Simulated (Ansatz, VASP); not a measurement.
**Pt in VASP and in Ansatz**

```xyz
4
Lattice="2.7908 0.0000 0.0000 -1.3954 2.4169 0.0000 0.0000 0.0000 9.3184" Properties=species:S:1:pos:R:3 pbc="T T T"
Pt   -1.3954    2.4169    9.3184
Pt   -1.3954    2.4169    4.6592
Pt    0.0000    1.6112    2.3296
Pt    1.3954    0.8056    6.9888
```

Alike in both runs: functional PBE; k mesh 13 × 13 × 4; occupations fermi-dirac, width 0.1 eV; no spin polarisation.

Ansatz relaxed the structure, and its values are those at the end. VASP's run is a single point on that final structure, the one shown.

```csv
,VASP,Ansatz
version,VASP 6.6.1,Ansatz 0.2.0
potentials or method,"VASP PAW PBE potentials, release 64 (Pt), cutoff 520 eV","plane waves (420 eV) with PAW, scalar-relativistic"
valence electrons in the cell,40,72
```

VASP gave:

* pressure (GPa): -0.5

Question: What did Ansatz give for the same quantities?

Answer: Pressure (GPa): 0.0.

With one functional, cell and mesh, what is left measures potentials, basis and numerics. VASP's potentials hold 40 valence electrons a cell and Ansatz's 72, so a difference there can come from the potentials and not from the codes.

Spin-orbit coupling is off throughout.
